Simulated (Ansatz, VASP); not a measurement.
Two plane-wave programs on Al

The input INCAR:

```
SYSTEM = Al
  PREC = Accurate
  ENCUT = 520
  EDIFF = 1E-6
  ISMEAR = -1
  SIGMA = 0.05
  LREAL = .False.
  LASPH = .True.
  NELM = 100
  ALGO = Normal
  ISIF = 2
  LWAVE = .False.
  LCHARG = .False.
  GGA = PS
  NBANDS = 14
```

File KPOINTS:

```
Automatic mesh
0
Gamma
  9 9 3
  0 0 0
```

File POSCAR:

```
Al
1.0
    2.8270770242      0.0000000000      0.0000000000
   -1.4135385121      2.4483205214      0.0000000000
    0.0000000000      0.0000000000      9.5534327928
Al
4
Direct
    0.6666666667      0.3333333333      0.7500000000
    0.0000000000      0.0000000000      0.5000000000
    0.3333333333      0.6666666667      0.2500000000
    0.0000000000      0.0000000000      0.0000000000
```

input.yaml

```yaml
crystal:
  lattice:
    - [2.8270770242, 0.0, 0.0]
    - [-1.4135385121, 2.4483205214, 0.0]
    - [0.0, 0.0, 9.5534327928]
  atoms:
    - { symbol: Al, position: [0.6666666667, 0.3333333333, 0.75] }
    - { symbol: Al, position: [0.0, 0.0, 0.5] }
    - { symbol: Al, position: [0.3333333333, 0.6666666667, 0.25] }
    - { symbol: Al, position: [0.0, 0.0, 0.0] }
hamiltonian:
  xc: pbesol
  pseudopotentials: { kind: paw }
kpoints:
  mp_grid: { grid: [9, 9, 3] }
  band_path:
    path:
      - [[0.0, 0.0, 0.0], [0.5, 0.0, 0.0], [0.3333333333, 0.3333333333, 0.0], [0.0, 0.0, 0.0], [0.0, 0.0, 0.5], [0.5, 0.0, 0.5], [0.3333333333, 0.3333333333, 0.5], [0.0, 0.0, 0.5]]
      - [[0.5, 0.0, 0.5], [0.5, 0.0, 0.0]]
      - [[0.3333333333, 0.3333333333, 0.0], [0.3333333333, 0.3333333333, 0.5]]
    npoints: 14
scf:
  occupations: { method: fermi_dirac, width: 0.05 }
  n_extra_bands: 10
output:
  forces: true
  stress: true
  eigenvalues: true
  fatbands: false
```

Alike in both runs: functional PBEsol; k mesh 9 × 9 × 3; occupations fermi-dirac, width 0.05 eV; no spin polarisation.

```csv
,VASP,Ansatz
version,VASP 6.6.1,Ansatz 0.2.0
potentials or method,"VASP PAW PBE potentials, release 64 (Al)",Ansatz PAW
plane-wave cutoff (eV),520,420
valence electrons in the cell,12,12
task,single point,band structure
```

Ansatz gave:

```
gap on the k mesh at the Fermi level (eV)                     : none
pressure (GPa)                                                : -1.4
traceless stress, the component that is largest in VASP (GPa) : -1.95
```

Question: Which values does VASP return?

Answer: gap on the k mesh at the Fermi level (eV): none; pressure (GPa): -1.3; traceless stress, the component that is largest in VASP (GPa): -1.97.

VASP's potentials were made for PBE, not for PBEsol. A gap of «none» marks a metal or a gap that the smearing closes.
